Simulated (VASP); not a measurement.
# InGa2P3 (I-4m2) in VASP: further runs

InGa2P3 is run at these levels: PBE, LDA; tasks: single point.

Program: VASP 6.6.1. These are calculated values, not measurements. Logs are shortened: lines on timing, memory, paths and dates and some standing lists are left out, and cuts for length are marked.

## (1) The cell of the first run

The structure is tetragonal, space group I-4m2 (No. 119). Conventional cell: a = 3.989 Å, b = 3.989 Å, c = 17.069 Å, α = 90.00°, β = 90.00°, γ = 90.00°. In (site symmetry -4m2) has 4 P at 2.54 Å within 3.4 Å. Within 3.2 Å of Ga (site symmetry 2mm) lie 4 P at 2.40 to 2.41 Å. Within 3.2 Å of P (site symmetry 2mm) lie 2 Ga at 2.40 Å and 2 In at 2.54 Å. P (site symmetry -4m2) has 4 Ga at 2.41 Å within 3.2 Å.

## (2) Single point, PBE

Input file INCAR:

```
SYSTEM = InGa2P3
  PREC = Accurate
  ENCUT = 520
  EDIFF = 1E-7
  ISMEAR = 0
  SIGMA = 0.02
  LREAL = .FALSE.
  LASPH = .TRUE.
  NELM = 80
  ALGO = Normal
  ISIF = 2
  LWAVE = .FALSE.
  LCHARG = .FALSE.
  GGA = PE
  NBANDS = 36
```

Input file KPOINTS:

```
regular mesh
0
G
  10 10 10
  0 0 0
```

Input file POSCAR:

```
InGa2P3
1.0
   -1.9942552000      1.9942552000      8.5345977000
    1.9942552000     -1.9942552000      8.5345977000
    1.9942552000      1.9942552000     -8.5345977000
In Ga P
1 2 3
Direct
    0.0000000000      0.0000000000      0.0000000000
    0.6708680000      0.6708680000      0.0000000000
    0.3291320000      0.3291320000      0.0000000000
    0.9074120000      0.4074120000      0.5000000000
    0.2500000000      0.7500000000      0.5000000000
    0.5925880000      0.0925880000      0.5000000000
```

Potentials or basis: VASP PAW PBE potentials, release 64 (In_d, Ga_d, P).

Run with:

```
$ cat potpaw_PBE.64/In_d/POTCAR potpaw_PBE.64/Ga_d/POTCAR potpaw_PBE.64/P/POTCAR > POTCAR
$ mpirun -np 1 vasp_std > vasp.out
```

OUTCAR:

```text
SYSTEM = InGa2P3
   PREC = Accurate
   ENCUT = 520
   EDIFF = 1E-7
   ISMEAR = 0
   LREAL = .FALSE.
   LASPH = .TRUE.
   NELM = 80
   ISIF = 2
   GGA = PE

 ion  position               nearest neighbor table
   1  0.000  0.000  0.000-   6 2.54   4 2.54   6 2.54   4 2.54
   2  0.671  0.671  0.000-   6 2.40   6 2.40   5 2.41   5 2.41
   3  0.329  0.329  0.000-   4 2.40   4 2.40   5 2.41   5 2.41
   4  0.907  0.407  0.500-   3 2.40   3 2.40   1 2.54   1 2.54
   5  0.250  0.750  0.500-   3 2.41   2 2.41   3 2.41   2 2.41
   6  0.593  0.093  0.500-   2 2.40   2 2.40   1 2.54   1 2.54

  LATTYP: Found a body centered tetragonal cell.
 ALAT       =     3.9885104000
 C/A-ratio  =     4.2795915488

  Lattice vectors:

 A1 = (  -1.9942552000,   1.9942552000,   8.5345977000)
 A2 = (   1.9942552000,  -1.9942552000,   8.5345977000)
 A3 = (   1.9942552000,   1.9942552000,  -8.5345977000)

Analysis of symmetry for initial positions (statically):
=====================================================================
 Subroutine PRICEL returns:
 Original cell was already a primitive cell.

 Routine SETGRP: Setting up the symmetry group for a
 body centered tetragonal supercell.

 Subroutine GETGRP returns: Found  8 space group operations
 (whereof  8 operations were pure point group operations)
 out of a pool of 16 trial point group operations.

The static configuration has the point symmetry D_2d.

Analysis of symmetry for dynamics (positions and initial velocities):
=====================================================================
 Subroutine PRICEL returns:
 Original cell was already a primitive cell.

 Routine SETGRP: Setting up the symmetry group for a
 body centered tetragonal supercell.

 Subroutine GETGRP returns: Found  8 space group operations
 (whereof  8 operations were pure point group operations)
 out of a pool of 16 trial point group operations.

The dynamic configuration has the point symmetry D_2d.

 Subroutine INISYM returns: Found  8 space group operations
 (whereof  8 operations are pure point group operations),
 and found     1 'primitive' translations

----------------------------------------------------------------------------------------

                                     Primitive cell

  volume of cell :     135.7702

  direct lattice vectors                    reciprocal lattice vectors
    -1.994255200  1.994255200  8.534597700     0.000000000  0.250720169  0.058585070
     1.994255200 -1.994255200  8.534597700     0.250720169  0.000000000  0.058585070
     1.994255200  1.994255200 -8.534597700     0.250720169  0.250720169  0.000000000

  length of vectors
     8.988518538  8.988518538  8.988518538     0.257473908  0.257473908  0.354571863

  position of ions in fractional coordinates (direct lattice)
     0.000000000  0.000000000  0.000000000
     0.670868000  0.670868000  0.000000000
     0.329132000  0.329132000  0.000000000
     0.907412000  0.407412000  0.500000000
     0.250000000  0.750000000  0.500000000
     0.592588000  0.092588000  0.500000000

  ion indices of the primitive-cell ions
   primitive index   ion index
                 1           1
                 2           2
                 3           3
                 4           4
                 5           5
                 6           6

----------------------------------------------------------------------------------------

 KPOINTS: regular mesh

Automatic generation of k-mesh.
 Grid dimensions read from file:
 generate k-points for:   10   10   10

 Generating k-lattice:

  Cartesian coordinates                     Fractional coordinates (reciprocal lattice)
     0.000000000  0.025072017  0.005858507     0.100000000  0.000000000  0.000000000
     0.025072017  0.000000000  0.005858507     0.000000000  0.100000000  0.000000000
     0.025072017  0.025072017  0.000000000     0.000000000  0.000000000  0.100000000

  Length of vectors
     0.025747391  0.025747391  0.035457186

  Shift w.r.t. Gamma in fractional coordinates (k-lattice)
     0.000000000  0.000000000  0.000000000

 Subroutine IBZKPT returns following result:
 ===========================================

 Found    102 irreducible k-points:

 Following reciprocal coordinates:
            Coordinates               Weight
  0.000000  0.000000  0.000000      1.000000
  0.100000 -0.000000  0.000000      8.000000
  0.200000 -0.000000  0.000000      8.000000
  0.300000  0.000000  0.000000      8.000000
  0.400000  0.000000  0.000000      8.000000
  0.500000 -0.000000  0.000000      4.000000
[... 16 lines left out ...]
  0.300000  0.300000  0.000000      8.000000
  0.400000  0.300000  0.000000     16.000000
 [... further k-points ...]
   k-points           NKPTS =    102   k-points in BZ     NKDIM =    102   number of bands    NBANDS=     36
   number of dos      NEDOS =    301   number of ions     NIONS =      6
   total plane-waves  NPLWV = 343000
   dimension x,y,z NGX =    70 NGY =   70 NGZ =   70
   dimension x,y,z NGXF=   140 NGYF=  140 NGZF=  140
   ions per type =               1   2   3
   NGX,Y,Z   is equivalent  to a cutoff of  12.95, 12.95, 12.95 a.u.
   NGXF,Y,Z  is equivalent  to a cutoff of  25.89, 25.89, 25.89 a.u.
 SYSTEM =  InGa2P3
   PREC   = accura    normal or accurate (medium, high low for compatibility)
   ISTART =      0    job   : 0-new  1-cont  2-samecut
   ICHARG =      2    charge: 1-file 2-atom 10-const
   ISPIN  =      1    spin polarized calculation?
   LNONCOLLINEAR =      F non collinear calculations
   LSORBIT =      F    spin-orbit coupling
   LASPH  =      T    aspherical Exc in radial PAW
   ENCUT  =  520.0 eV  38.22 Ry    6.18 a.u.  16.71 16.71 16.71*2*pi/ulx,y,z
   NELM   =     80;   NELMIN=  2; NELMDL= -5     # of ELM steps
   EDIFF  = 0.1E-06   stopping-criterion for ELM
   LREAL  =      F    real-space projection
   EDIFFG = 0.1E-05   stopping-criterion for IOM
   NSW    =      0    number of steps for IOM
   IBRION =     -1    ionic relax: 0-MD 1-quasi-New 2-CG
   NFREE  =      0    steps in history (QN), initial steepest desc. (CG)
   ISIF   =      2    stress and relaxation
   ISYM   =      2    0-nonsym 1-usesym 2-fastsym
   POTIM  = 0.5000    time-step for ionic-motion
   TEBEG  =    0.0;   TEEND  =   0.0 temperature during run
   PSTRESS=    0.0 pullay stress
   NELECT =      54.0000    total number of electrons
   NUPDOWN=      -1.0000    fix difference up-down
   EMIN   =  10.00;   EMAX   =-10.00  energy-range for DOS
   EFERMI =   0.00;   METHOD = LEGACY
   ISMEAR =     0;   SIGMA  =   0.02  broadening in eV -4-tet -1-fermi 0-gaus
   EFERMI_NEDOS =   21; number of points for ismear=-14 and -15
   IALGO  =     38    algorithm
   IMIX   =      4    mixing-type and parameters
     AMIX     =   0.40;   BMIX     =  1.00
     AMIX_MAG =   1.60;   BMIX_MAG =  1.00
  volume/ion in A,a.u.               =      22.63       152.70
  Fermi-wavevector in a.u.,A,eV,Ry     =   1.203939  2.275115 19.721233  1.449470
  Thomas-Fermi vector in A             =   2.339679
   LORBIT       =      0    0 simple, 1 ext, 2 COOP (PROOUT), +10 PAW based schemes
   GGA     = PE    functional components
   LHFCALC =     F    Hartree Fock is set to
   AEXX    =    0.0000 exact exchange contribution
   IVDW    =     0    specifies the selected vdW correction
   LEPSILON=     F    determine dielectric tensor
   LRPA    =     F    only Hartree local field effects (RPA)
 non-spin polarized calculation
 Gauss-broadening in eV      SIGMA  =   0.02
  energy-cutoff  :      520.00
  volume of cell :      135.77
 maximum number of plane-waves:      3712
 NGX is ok and might be reduce to    70
   NGX = 33   NGY = 33   NGZ = 33

 number of electron      53.9999998 magnetization

 Free energy of the ion-electron system (eV)
  ---------------------------------------------------
  ext. energy  EPLUGINS =         0.00000000
  ---------------------------------------------------
  free energy    TOTEN  =       -26.53244785 eV

  energy without entropy =      -26.53244785  energy(sigma->0) =      -26.53244785

 E-fermi :   4.6851     XC(G=0):  -9.4830

 val. band max:        4.5741918449   @ k =   0.0000   0.0000   0.0000
 cond. band min:       5.5562477954   @ k =   0.0000   0.0000   0.0000
 fundamental gap:      0.9820559504
 Fermi energy:         4.6851147745

 k-point     1 :       0.0000    0.0000    0.0000
  band No.  band energies     occupation
      1     -10.0726      2.00000
      2     -10.0273      2.00000
      3      -9.9919      2.00000
      4      -9.9919      2.00000
      5      -9.9624      2.00000
      6      -9.9624      2.00000
[... 28 lines left out ...]
     35       8.5631      0.00000
     36      12.1136      0.00000

 k-point     2 :       0.1000   -0.0000    0.0000
  band No.  band energies     occupation
      1     -10.0708      2.00000
      2     -10.0262      2.00000
      3      -9.9954      2.00000
      4      -9.9911      2.00000
      5      -9.9647      2.00000
      6      -9.9633      2.00000
[... 28 lines left out ...]
     35       8.8638      0.00000
     36      11.1865      0.00000

 k-point     3 :       0.2000   -0.0000    0.0000
  band No.  band energies     occupation
      1     -10.0664      2.00000
      2     -10.0251      2.00000
      3     -10.0035      2.00000
      4      -9.9889      2.00000
      5      -9.9692      2.00000
      6      -9.9657      2.00000
[... 28 lines left out ...]
     35       9.4766      0.00000
     36      10.4104      0.00000

 k-point     4 :       0.3000    0.0000    0.0000
  band No.  band energies     occupation
      1     -10.0619      2.00000
      2     -10.0286      2.00000
      3     -10.0108      2.00000
      4      -9.9857      2.00000
      5      -9.9720      2.00000
      6      -9.9691      2.00000
[... 28 lines left out ...]
     35      10.1244      0.00000
     36      10.1383      0.00000

 k-point     5 :       0.4000    0.0000    0.0000
  band No.  band energies     occupation
      1     -10.0591      2.00000
      2     -10.0354      2.00000
      3     -10.0144      2.00000
      4      -9.9822      2.00000
      5      -9.9729      2.00000
      6      -9.9723      2.00000
[... 655 lines left out ...]
 k-point    22 :      -0.2000    0.2000    0.0000
  band No.  band energies     occupation
      1     -10.0634      2.00000
      2     -10.0232      2.00000
      3     -10.0184      2.00000
      4      -9.9808      2.00000
      5      -9.9729      2.00000
      6      -9.9636      2.00000
[... 28 lines left out ...]
     35       9.8283      0.00000
     36      10.3077      0.00000

 k-point    23 :       0.3000    0.3000    0.0000
  band No.  band energies     occupation
      1     -10.0681      2.00000
      2     -10.0354      2.00000
      3     -10.0269      2.00000
      4      -9.9682      2.00000
      5      -9.9676      2.00000
      6      -9.9602      2.00000
[... 28 lines left out ...]
     35      10.3404      0.00000
     36      10.8410      0.00000

 k-point    24 :       0.4000    0.3000    0.0000
  band No.  band energies     occupation
      1     -10.0728      2.00000
      2     -10.0424      2.00000
      3     -10.0290      2.00000
      4      -9.9636      2.00000
      5      -9.9625      2.00000
      6      -9.9575      2.00000
[... 28 lines left out ...]
     35      10.5747      0.00000
     36      11.2905      0.00000

 [... further k-points ...]
[... 5 lines left out ...]
  --------------------------------------------------------------------------------------
  -------------------------------------------------------------------------------------
  Total        0.0072995      0.0072995     -0.0232062      0.0000000      0.0000000      0.0000000
  in kB        0.0861387      0.0861387     -0.2738480      0.0000000      0.0000000      0.0000000
  external PRESSURE =      -0.0338569 kB  Pullay stress =       0.0000000 kB

 VOLUME and BASIS-vectors are now :
 -----------------------------------------------------------------------------
  energy-cutoff  :      520.00
  volume of cell :      135.77
      direct lattice vectors                 reciprocal lattice vectors
    -1.994255200  1.994255200  8.534597700     0.000000000  0.250720169  0.058585070
     1.994255200 -1.994255200  8.534597700     0.250720169  0.000000000  0.058585070
     1.994255200  1.994255200 -8.534597700     0.250720169  0.250720169  0.000000000

 POSITION                                       TOTAL-FORCE (eV/Angst)
 -----------------------------------------------------------------------------------
      0.00000      0.00000      0.00000        -0.000000     -0.000000     -0.000000
      0.00000      0.00000     11.45118         0.000000      0.000000      0.003339
      0.00000      0.00000      5.61802        -0.000000     -0.000000     -0.003339
      0.00000      1.99426      6.95420         0.000000      0.000000     -0.003367
      1.99426     -0.00000      4.26730        -0.000000     -0.000000     -0.000000
      0.00000      1.99426      1.58040        -0.000000     -0.000000      0.003367
 -----------------------------------------------------------------------------------
    total drift:                                0.000001     -0.000001      0.000000

  FREE ENERGIE OF THE ION-ELECTRON SYSTEM (eV)
  ---------------------------------------------------
  free  energy   TOTEN  =       -26.5324478536 eV

  energy  without entropy=      -26.5324478536  energy(sigma->0) =      -26.53244785
```

It took 32 min on 1 thread of Intel Xeon Platinum 8259CL at 2.50GHz (Skylake/Cascade Lake), shared host; peak memory 1 GiB.

What came out:

```yaml
Free_energy: -26.5324 eV
Pressure: 0.0 GPa
Largest_force: 0.003 eV/Å
Band_gap_on_the_k_mesh: 0.98 eV
```

Forces on the atoms (eV/Å):
```
In   0.000  0.000  0.000
Ga   0.000  0.000  0.003
Ga   0.000  0.000 -0.003
P    0.000  0.000 -0.003
P    0.000  0.000  0.000
P    0.000  0.000  0.003
```

Caveat: spin-orbit coupling is left out, which moves the levels of the heavy elements. A k mesh can miss the band edges.

[end of part 1 of 2]
